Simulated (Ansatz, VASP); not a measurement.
## V in VASP and in Ansatz

INCAR

```
SYSTEM = V
PREC = Accurate
ENCUT = 500
EDIFF = 1E-7
ISMEAR = 0
SIGMA = 0.1
LREAL = .FALSE.
LASPH = .TRUE.
NELM = 120
ALGO = Normal
ISIF = 3
LWAVE = .FALSE.
LCHARG = .FALSE.
GGA = PE
IBRION = 2
NSW = 100
EDIFFG = -0.002
GGA_COMPAT = .FALSE.
NELMIN = 4
```

File KPOINTS:

```
Automatic mesh
0
G
  20 20 20
  0 0 0
```

POSCAR

```
V
1.0
   -1.4750000000      1.4750000000      1.4750000000
    1.4750000000     -1.4750000000      1.4750000000
    1.4750000000      1.4750000000     -1.4750000000
V
1
Direct
    0.0000000000      0.0000000000      0.0000000000
```

Input for Ansatz:

```yaml
crystal:
  lattice:
    - [-1.475, 1.475, 1.475]
    - [1.475, -1.475, 1.475]
    - [1.475, 1.475, -1.475]
  atoms:
    - { symbol: V, position: [0.0, 0.0, 0.0] }
basis:
  ecutwfc: 600.0
kpoints:
  mp_grid: { grid: [20, 20, 20] }
hamiltonian:
  xc: pbe
  pseudopotentials: { kind: paw, azcp: { folder: soft_1 } }
scf:
  occupations: { method: gaussian, width: 0.1 }
output:
  forces: true
  stress: true
  eigenvalues: true
  write_density: true
  write_potential: true
  elf: true
  volumetric_format: npy
relax:
  adjacent_minimum: "off"
  f_tol: 0.002
  max_steps: 80
  cell: { stress_tol: 0.02 }
```

Alike in both runs: task relaxation of cell and atoms; functional PBE; k mesh 20 × 20 × 20; occupations gaussian, width 0.1 eV; no spin polarisation.

|  | VASP | Ansatz |
| --- | --- | --- |
| version | VASP 6.6.1 | Ansatz 0.2.0 |
| potentials or method | VASP PAW PBE potentials, release 64 (V_sv), cutoff 500 eV | scalar-relativistic, plane waves, PAW |
| valence electrons in the cell | 13 | 13 |

|  | VASP | Ansatz | Ansatz less VASP |
| --- | --- | --- | --- |
| gap on the k mesh at the Fermi level, each at its own relaxed structure (eV) | none | none | - |
| relaxed volume (Å³/atom) | 13.46 | 13.45 | -0.001 |
| relaxed cell length with the largest relative difference (Å) | 2.595 | 2.595 | -0.0001 |

A gap of «none» marks a metal or a gap that the smearing closes.
